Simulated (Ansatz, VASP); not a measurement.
## ScAl3: VASP beside Ansatz

```
Sc Al
1.0
     4.08781    0.00000    0.00000
     0.00000    4.08781    0.00000
     0.00000    0.00000    4.08781
Sc Al
1 3
Direct
  0.00000 0.00000 0.00000
  0.50000 0.00000 0.50000
  0.00000 0.50000 0.50000
  0.50000 0.50000 0.00000
```

Alike in both runs: task electric field gradients; functional PBE; k mesh 8 × 8 × 8; occupations fermi-dirac, width 0.05 eV; no spin polarisation.

|  | VASP | Ansatz |
| --- | --- | --- |
| version | VASP 6.6.1 | Ansatz 0.2.0 |
| potentials or method | VASP PAW PBE potentials, release 64 (Sc_sv, Al) | plane-wave PAW, scalar-relativistic |
| plane-wave cutoff (eV) | 520 | 420 |
| valence electrons in the cell | 20 | 20 |

```csv
,VASP,Ansatz,Ansatz less VASP
pressure (GPa),1.2,1.2,-0.03
size of Vzz on the site where it differs most (V/Å²),20.2,20.0,-0.20
```

With one functional, cell and mesh, what is left measures potentials, basis and numerics.
